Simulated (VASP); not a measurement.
# BN (P6_3mc) in VASP: notebook

BN is run at these levels: r2SCAN; tasks: single point.

Everything below comes from runs of VASP 6.6.1. Logs are shortened: lines on timing, memory, paths and dates and some standing lists are left out, and cuts for length are marked.

## Step 1: The cell of the first run

It takes space group P6_3mc (No. 186, hexagonal). Conventional cell: a = 2.516 Å, b = 2.516 Å, c = 4.227 Å, α = 90.00°, β = 90.00°, γ = 120.00°. Within 2.1 Å of B (site symmetry 3m) lie 4 N at 1.55 to 1.58 Å. Within 2.1 Å of N (site symmetry 3m) lie 4 B at 1.55 to 1.58 Å.

## Step 2: Single point, r2SCAN (strain -0.0150 x Voigt [1, 1, 0, 0, 0, 0])

POSCAR reads:

```
BN
1.0
    2.5156305077      0.0000000000      0.0000000000
   -1.2578152539      2.1785999262      0.0000000000
    0.0000000000      0.0000000000      4.2268550000
B N
2 2
Direct
    0.6666666667      0.3333333333      0.9997240000
    0.3333333333      0.6666666667      0.4997240000
    0.6666666667      0.3333333333      0.6252760000
    0.3333333333      0.6666666667      0.1252760000
```

INCAR.step1 reads:

```
PREC = Accurate
ENCUT = 910
ISMEAR = 0
SIGMA = 0.05
LREAL = False
LASPH = True
NELM = 120
NBANDS = 16
GGA = PE
ALGO = Normal
EDIFF = 1E-5
LWAVE = True
LCHARG = False
GGA_COMPAT = False
```

INCAR.step2 reads:

```
PREC = Accurate
ENCUT = 910
EDIFF = 1E-6
ISMEAR = 0
SIGMA = 0.05
LREAL = False
LASPH = True
NELM = 120
ALGO = Normal
ISIF = 2
LWAVE = False
LCHARG = False
METAGGA = R2SCAN
LMIXTAU = True
NBANDS = 16
ISTART = 1
GGA_COMPAT = False
```

KPOINTS reads:

```
Automatic mesh
0
Gamma
  12 12 6
```

Potentials or basis: VASP PAW PBE potentials, release 64 (B_h, N_h).

On the command line:

```sh
$ cat potpaw_PBE.64/B_h/POTCAR potpaw_PBE.64/N_h/POTCAR > POTCAR
$ cp INCAR.step1 INCAR
$ mpirun -np 1 vasp_std > vasp.out
$ cp INCAR.step2 INCAR
$ mpirun -np 1 vasp_std > vasp.out
```

OUTCAR:

```text
PREC = Accurate
   ENCUT = 910
   EDIFF = 1E-6
   ISMEAR = 0
   LREAL = False
   LASPH = True
   NELM = 120
   ISIF = 2
   METAGGA = R2SCAN
   ISTART = 1

 ion  position               nearest neighbor table
   1  0.667  0.333  1.000-
   2  0.333  0.667  0.500-
   3  0.667  0.333  0.625-
   4  0.333  0.667  0.125-

  LATTYP: Found a hexagonal cell.
 ALAT       =     2.5156305077
 C/A-ratio  =     1.6802368182

  Lattice vectors:

 A1 = (   2.5156305077,   0.0000000000,   0.0000000000)
 A2 = (  -1.2578152539,   2.1785999262,   0.0000000000)
 A3 = (   0.0000000000,   0.0000000000,   4.2268550000)

Analysis of symmetry for initial positions (statically):
=====================================================================
 Subroutine PRICEL returns:
 Original cell was already a primitive cell.

 Routine SETGRP: Setting up the symmetry group for a
 hexagonal supercell.

 Subroutine GETGRP returns: Found 12 space group operations
 (whereof  6 operations were pure point group operations)
 out of a pool of 24 trial point group operations.

The static configuration has the point symmetry C_3v.
 The point group associated with its full space group is C_6v.

Analysis of symmetry for dynamics (positions and initial velocities):
=====================================================================
 Subroutine PRICEL returns:
 Original cell was already a primitive cell.

 Routine SETGRP: Setting up the symmetry group for a
 hexagonal supercell.

 Subroutine GETGRP returns: Found 12 space group operations
 (whereof  6 operations were pure point group operations)
 out of a pool of 24 trial point group operations.

The dynamic configuration has the point symmetry C_3v.
 The point group associated with its full space group is C_6v.

 Subroutine INISYM returns: Found 12 space group operations
 (whereof  6 operations are pure point group operations),
 and found     1 'primitive' translations

----------------------------------------------------------------------------------------

                                     Primitive cell

  volume of cell :      23.1655

  direct lattice vectors                    reciprocal lattice vectors
     2.515630508  0.000000000  0.000000000     0.397514658  0.229505195  0.000000000
    -1.257815254  2.178599926  0.000000000     0.000000000  0.459010389  0.000000000
     0.000000000  0.000000000  4.226855000     0.000000000  0.000000000  0.236582518

  length of vectors
     2.515630508  2.515630508  4.226855000     0.459010389  0.459010389  0.236582518

  position of ions in fractional coordinates (direct lattice)
     0.666666667  0.333333333  0.999724000
     0.333333333  0.666666667  0.499724000
     0.666666667  0.333333333  0.625276000
     0.333333333  0.666666667  0.125276000

  ion indices of the primitive-cell ions
   primitive index   ion index
                 1           1
                 2           2
                 3           3
                 4           4

----------------------------------------------------------------------------------------

 KPOINTS: Automatic mesh

Automatic generation of k-mesh.
 Grid dimensions read from file:
 generate k-points for:   12   12    6

 Generating k-lattice:

  Cartesian coordinates                     Fractional coordinates (reciprocal lattice)
     0.033126221  0.019125433  0.000000000     0.083333333  0.000000000  0.000000000
     0.000000000  0.038250866  0.000000000     0.000000000  0.083333333  0.000000000
     0.000000000  0.000000000  0.039430420     0.000000000  0.000000000  0.166666667

  Length of vectors
     0.038250866  0.038250866  0.039430420

  Shift w.r.t. Gamma in fractional coordinates (k-lattice)
     0.000000000  0.000000000  0.000000000

 Subroutine IBZKPT returns following result:
 ===========================================

 Found     76 irreducible k-points:

 Following reciprocal coordinates:
            Coordinates               Weight
  0.000000  0.000000  0.000000      1.000000
  0.083333 -0.000000  0.000000      6.000000
  0.166667  0.000000  0.000000      6.000000
  0.250000 -0.000000  0.000000      6.000000
  0.333333 -0.000000  0.000000      6.000000
  0.416667 -0.000000  0.000000      6.000000
[... 16 lines left out ...]
  0.250000 -0.000000  0.166667     12.000000
  0.333333 -0.000000  0.166667     12.000000
 [... further k-points ...]
   k-points           NKPTS =     76   k-points in BZ     NKDIM =     76   number of bands    NBANDS=     16
   number of dos      NEDOS =    301   number of ions     NIONS =      4
   total plane-waves  NPLWV =  32928
   dimension x,y,z NGX =    28 NGY =   28 NGZ =   42
   dimension x,y,z NGXF=    56 NGYF=   56 NGZF=   84
   ions per type =               2   2
   NGX,Y,Z   is equivalent  to a cutoff of  18.50, 18.50, 16.52 a.u.
   NGXF,Y,Z  is equivalent  to a cutoff of  37.01, 37.01, 33.04 a.u.
 SYSTEM =  unknown system
   PREC   = accura    normal or accurate (medium, high low for compatibility)
   ISTART =      1    job   : 0-new  1-cont  2-samecut
   ICHARG =      0    charge: 1-file 2-atom 10-const
   ISPIN  =      1    spin polarized calculation?
   LNONCOLLINEAR =      F non collinear calculations
   LSORBIT =      F    spin-orbit coupling
   LASPH  =      T    aspherical Exc in radial PAW
   ENCUT  =  910.0 eV  66.88 Ry    8.18 a.u.   6.19  6.19 10.40*2*pi/ulx,y,z
   NELM   =    120;   NELMIN=  2; NELMDL=  0     # of ELM steps
   EDIFF  = 0.1E-05   stopping-criterion for ELM
   LREAL  =      F    real-space projection
   EDIFFG = 0.1E-04   stopping-criterion for IOM
   NSW    =      0    number of steps for IOM
   IBRION =     -1    ionic relax: 0-MD 1-quasi-New 2-CG
   NFREE  =      0    steps in history (QN), initial steepest desc. (CG)
   ISIF   =      2    stress and relaxation
   ISYM   =      2    0-nonsym 1-usesym 2-fastsym
   POTIM  = 0.5000    time-step for ionic-motion
   TEBEG  =    0.0;   TEEND  =   0.0 temperature during run
   PSTRESS=    0.0 pullay stress
   NELECT =      16.0000    total number of electrons
   NUPDOWN=      -1.0000    fix difference up-down
   EMIN   =  10.00;   EMAX   =-10.00  energy-range for DOS
   EFERMI =   0.00;   METHOD = LEGACY
   ISMEAR =     0;   SIGMA  =   0.05  broadening in eV -4-tet -1-fermi 0-gaus
   EFERMI_NEDOS =   21; number of points for ismear=-14 and -15
   IALGO  =     38    algorithm
   IMIX   =      4    mixing-type and parameters
     AMIX     =   0.40;   BMIX     =  1.00
     AMIX_MAG =   1.60;   BMIX_MAG =  1.00
  volume/ion in A,a.u.               =       5.79        39.08
  Fermi-wavevector in a.u.,A,eV,Ry     =   1.447108  2.734638 28.492252  2.094121
  Thomas-Fermi vector in A             =   2.565100
   LORBIT       =      0    0 simple, 1 ext, 2 COOP (PROOUT), +10 PAW based schemes
   METAGGA = R2SCAN    functional components
   LHFCALC =     F    Hartree Fock is set to
   AEXX    =    0.0000 exact exchange contribution
   IVDW    =     0    specifies the selected vdW correction
   LEPSILON=     F    determine dielectric tensor
   LRPA    =     F    only Hartree local field effects (RPA)
 non-spin polarized calculation
 Gauss-broadening in eV      SIGMA  =   0.05
  energy-cutoff  :      910.00
  volume of cell :       23.17
 maximum number of plane-waves:      1472
 NGX is ok and might be reduce to    28
   NGX = 13   NGY = 13   NGZ = 21

 number of electron      16.0000000 magnetization

 Free energy of the ion-electron system (eV)
  ---------------------------------------------------
  ext. energy  EPLUGINS =         0.00000000
  ---------------------------------------------------
  free energy    TOTEN  =       -38.30053318 eV

  energy without entropy =      -38.30053318  energy(sigma->0) =      -38.30053318

 E-fermi :   9.6286     XC(G=0): -13.8535

 val. band max:        9.3865159555   @ k =   0.0000   0.0000   0.0000
 cond. band min:      15.0272101233   @ k =   0.3333   0.3333   0.0000
 fundamental gap:      5.6406941678
 Fermi energy:         9.6286043115

 k-point     1 :       0.0000    0.0000    0.0000
  band No.  band energies     occupation
      1     -12.3327      2.00000
      2      -8.1537      2.00000
      3      -2.1626      2.00000
      4       7.2592      2.00000
      5       7.2592      2.00000
      6       9.0330      2.00000
[... 8 lines left out ...]
     15      22.3251      0.00000
     16      26.8698      0.00000

 k-point     2 :       0.0833   -0.0000    0.0000
  band No.  band energies     occupation
      1     -12.1718      2.00000
      2      -8.0281      2.00000
      3      -2.0022      2.00000
      4       6.5193      2.00000
      5       6.9563      2.00000
      6       8.7719      2.00000
[... 8 lines left out ...]
     15      22.8112      0.00000
     16      26.5961      0.00000

 k-point     3 :       0.1667    0.0000    0.0000
  band No.  band energies     occupation
      1     -11.6944      2.00000
      2      -7.6676      2.00000
      3      -1.5275      2.00000
      4       4.7371      2.00000
      5       6.2454      2.00000
      6       7.2448      2.00000
[... 8 lines left out ...]
     15      24.0772      0.00000
     16      25.8280      0.00000

 k-point     4 :       0.2500   -0.0000    0.0000
  band No.  band energies     occupation
      1     -10.9196      2.00000
      2      -7.1363      2.00000
      3      -0.7611      2.00000
      4       2.6200      2.00000
      5       5.3345      2.00000
      6       5.4491      2.00000
[... 8 lines left out ...]
     15      25.7172      0.00000
     16      26.1701      0.00000

 k-point     5 :       0.3333   -0.0000    0.0000
  band No.  band energies     occupation
      1      -9.8936      2.00000
      2      -6.6039      2.00000
      3       0.2350      2.00000
      4       0.7165      2.00000
      5       3.4253      2.00000
      6       4.7786      2.00000
[... 8 lines left out ...]
     15      26.4284      0.00000
     16      27.3040      0.00000

 k-point     6 :       0.4167   -0.0000    0.0000
  band No.  band energies     occupation
      1      -8.7425      2.00000
      2      -6.4382      2.00000
      3      -0.4656      2.00000
      4       1.2439      2.00000
      5       1.9256      2.00000
      6       4.3431      2.00000
[... 8 lines left out ...]
     15      26.9354      0.00000
     16      28.4423      0.00000
[... 267 lines left out ...]
 k-point    21 :       0.0833   -0.0000    0.1667
  band No.  band energies     occupation
      1     -12.0019      2.00000
      2      -8.5683      2.00000
      3      -1.1572      2.00000
      4       6.6445      2.00000
      5       7.0803      2.00000
      6       7.8918      2.00000
[... 8 lines left out ...]
     15      22.4888      0.00000
     16      26.2481      0.00000

 k-point    22 :       0.1667    0.0000    0.1667
  band No.  band energies     occupation
      1     -11.5271      2.00000
      2      -8.1806      2.00000
      3      -0.7333      2.00000
      4       4.8826      2.00000
      5       6.3790      2.00000
      6       6.8054      2.00000
[... 8 lines left out ...]
     15      23.7459      0.00000
     16      25.8381      0.00000

 k-point    23 :       0.2500   -0.0000    0.1667
  band No.  band energies     occupation
      1     -10.7576      2.00000
      2      -7.5939      2.00000
      3      -0.1063      2.00000
      4       2.8359      2.00000
      5       4.9101      2.00000
      6       5.5903      2.00000
[... 8 lines left out ...]
     15      25.3565      0.00000
     16      26.2239      0.00000

 k-point    24 :       0.3333   -0.0000    0.1667
  band No.  band energies     occupation
      1      -9.7421      2.00000
      2      -6.9554      2.00000
      3       0.1057      2.00000
      4       1.5597      2.00000
      5       2.9918      2.00000
      6       4.9247      2.00000
[... 8 lines left out ...]
     15      26.8798      0.00000
     16      27.1275      0.00000

 [... further k-points ...]

------------------------ aborting loop because EDIFF is reached ----------------------------------------

  FORCE on cell =-STRESS in cart. coord.  units (eV):
  Direction    XX          YY          ZZ          XY          YZ          ZX
  --------------------------------------------------------------------------------------
  -------------------------------------------------------------------------------------
  Total        1.7502549      1.7502549     -0.5966179     -0.0000000      0.0000000      0.0000000
  in kB      121.0515048    121.0515048    -41.2634127     -0.0000000      0.0000000      0.0000000
  external PRESSURE =      66.9465323 kB  Pullay stress =       0.0000000 kB

 VOLUME and BASIS-vectors are now :
 -----------------------------------------------------------------------------
  energy-cutoff  :      910.00
  volume of cell :       23.17
      direct lattice vectors                 reciprocal lattice vectors
     2.515630508  0.000000000  0.000000000     0.397514658  0.229505195  0.000000000
    -1.257815254  2.178599926  0.000000000     0.000000000  0.459010389  0.000000000
     0.000000000  0.000000000  4.226855000     0.000000000  0.000000000  0.236582518

 POSITION                                       TOTAL-FORCE (eV/Angst)
 -----------------------------------------------------------------------------------
      1.25782      0.72620      4.22569         0.000000     -0.000000      0.003875
     -0.00000      1.45240      2.11226         0.000000     -0.000000      0.003875
      1.25782      0.72620      2.64295        -0.000000     -0.000000     -0.003875
     -0.00000      1.45240      0.52952        -0.000000      0.000000     -0.003875
 -----------------------------------------------------------------------------------
    total drift:                               -0.000000     -0.000000      0.015020

  FREE ENERGIE OF THE ION-ELECTRON SYSTEM (eV)
  ---------------------------------------------------
  free  energy   TOTEN  =       -38.3005331816 eV

  energy  without entropy=      -38.3005331816  energy(sigma->0) =      -38.30053318
```

Wall time 90 s (1 thread of Intel Xeon 6975P-C (Granite Rapids), shared host); peak memory 0.2 GiB.

Results:

```
Free energy            : -38.3005 eV
Pressure               : 6.7 GPa
Largest force          : 0.004 eV/Å
Band gap on the k mesh : 5.64 eV, indirect (least direct gap 8.90 eV)
```

Forces on the atoms (eV/Å):
```
B    0.000  0.000  0.004
B    0.000  0.000  0.004
N    0.000  0.000 -0.004
N    0.000  0.000 -0.004
```

Stress tensor (GPa, compression positive):
```
12.11  0.00  0.00
 0.00 12.11  0.00
 0.00  0.00 -4.13
```

Caveat: the cell differs from its parent crystal (strain -0.0150 x Voigt [1, 1, 0, 0, 0, 0]); the cutoff is under 1.25 times the usual one of these potentials, so pressure, stress and relaxed cells hold a basis-set (Pulay) error; the PAW data sets were made with another functional, which shifts forces and pressure a little.

## Step 3: Single point, r2SCAN (strain +0.0100 x Voigt [1, 1, 0, 0, 0, 0])

Changes to POSCAR since step 2:

```diff
@@ -2,4 +2,4 @@
 1.0
-    2.5156305077      0.0000000000      0.0000000000
-   -1.2578152539      2.1785999262      0.0000000000
+    2.5794789977      0.0000000000      0.0000000000
+   -1.2897394989      2.2338943405      0.0000000000
     0.0000000000      0.0000000000      4.2268550000
```

INCAR.step1 is that of step 2.

INCAR.step2 is that of step 2.

KPOINTS is that of step 2.

Potentials or basis: VASP PAW PBE potentials, release 64 (B_h, N_h).

On the command line:

```sh
$ cat potpaw_PBE.64/B_h/POTCAR potpaw_PBE.64/N_h/POTCAR > POTCAR
$ cp INCAR.step1 INCAR
$ mpirun -np 1 vasp_std > vasp.out
$ cp INCAR.step2 INCAR
$ mpirun -np 1 vasp_std > vasp.out
```

Run time: 2.5 min. Hardware: 1 thread of Intel Xeon Platinum 8375C at 2.90GHz (Ice Lake), shared host; peak memory 0.21 GiB.

The run converged. Its results:

- Free energy: -38.2877 eV
- Pressure: -12.4 GPa
- Largest force: 0.027 eV/Å
- Band gap on the k mesh: 5.80 eV, indirect (least direct gap 8.76 eV)

Forces in eV/Å, atoms in the order of the input:
```
B    0.000  0.000  0.027
B    0.000  0.000  0.027
N    0.000  0.000 -0.027
N    0.000  0.000 -0.027
```

Stress tensor (GPa, compression positive):
```
-15.22   0.00   0.00
  0.00 -15.22   0.00
  0.00   0.00  -6.66
```

Levels at points of the mesh, in eV from the valence-band top:
| k point | band 6 | band 7 | band 8 | band 9 | band 10 | band 11 |
| --- | --- | --- | --- | --- | --- | --- |
| (0.00, 0.00, 0.00) | -0.24 | 0.00 | 0.00 | 8.87 | 8.87 | 9.44 |
| (0.50, 0.00, 0.00) | -5.07 | -4.39 | -2.09 | 7.08 | 8.56 | 11.14 |
| (0.00, 0.00, 0.50) | -1.22 | -1.22 | -1.22 | 9.80 | 9.80 | 10.47 |
| (0.50, 0.00, 0.50) | -3.81 | -3.57 | -3.57 | 7.10 | 7.10 | 10.55 |

Caveat: the cell differs from its parent crystal (strain +0.0100 x Voigt [1, 1, 0, 0, 0, 0]); the cutoff is under 1.25 times the usual one of these potentials, so pressure, stress and relaxed cells hold a basis-set (Pulay) error; the PAW data sets were made with another functional, which shifts forces and pressure a little.
